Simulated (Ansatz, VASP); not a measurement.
## MnO in VASP and in Ansatz

File INCAR:

```
  PREC = Accurate
  ENCUT = 600
  EDIFF = 1E-7
  ISMEAR = -1
  SIGMA = 0.05
  LREAL = F
  LASPH = T
  NELM = 150
  ALGO = Normal
  ISIF = 3
  LWAVE = F
  LCHARG = F
  ISPIN = 2
  MAGMOM = 4 0
  LORBIT = 11
  LMAXMIX = 4
  GGA = RP
  IVDW = 12
  IBRION = 2
  NSW = 80
  EDIFFG = -0.01
```

File KPOINTS:

```
Automatic mesh
0
Gamma
  10 10 10
```

Contents of POSCAR:

```
MnO
1.0
    0.0000000000      2.2239077028      2.2239077028
    2.2239077028      0.0000000000      2.2239077028
    2.2239077028      2.2239077028      0.0000000000
Mn O
1 1
Direct
    0.0000000000      0.0000000000      0.0000000000
    0.5000000000      0.5000000000      0.5000000000
```

File input.yaml:

```yaml
crystal:
  lattice:
    - [0.0, 2.2239077028, 2.2239077028]
    - [2.2239077028, 0.0, 2.2239077028]
    - [2.2239077028, 2.2239077028, 0.0]
  atoms:
    - { symbol: Mn, position: [0.0, 0.0, 0.0], spin: 4.0 }
    - { symbol: O, position: [0.5, 0.5, 0.5] }
kpoints:
  mp_grid: { grid: [10, 10, 10] }
scf:
  occupations: { method: fermi_dirac, width: 0.05 }
hamiltonian:
  xc: rpbe
  dispersion: d3bj
  pseudopotentials: { kind: all_electron, lapw: { basis_error: 0.001 } }
magnetization:
  spin_polarized: true
output:
  forces: true
  stress: true
relax:
  f_tol: 0.01
  max_steps: 60
  cell: {}
```

Alike in both runs: task relaxation of cell and atoms; functional RPBE; dispersion D3(BJ); k mesh 10 × 10 × 10; occupations fermi-dirac, width 0.05 eV; collinear spin.

|  | VASP | Ansatz |
| --- | --- | --- |
| version | VASP 6.6.1 | Ansatz 0.2.0 |
| potentials or method | VASP PAW PBE potentials, release 64 (Mn_pv, O), cutoff 600 eV | all-electron LAPW, scalar-relativistic |

|  | VASP | Ansatz | Ansatz less VASP |
| --- | --- | --- | --- |
| net moment per atom (μB) | 2.41 | 2.41 | +0.001 |
| size of the moment on the site where the two differ most (μB) | 4.38 | 4.34 | -0.040 |
| relaxed volume (Å³/atom) | 11.04 | 11.04 | 0.000 |
| relaxed cell length with the largest relative difference (Å) | 3.149 | 3.149 | 0.0000 |

VASP's potentials were made for PBE, not for RPBE. Site moments also hang on the region over which each program counts them. Ansatz ran all-electron here, and VASP with PAW potentials.
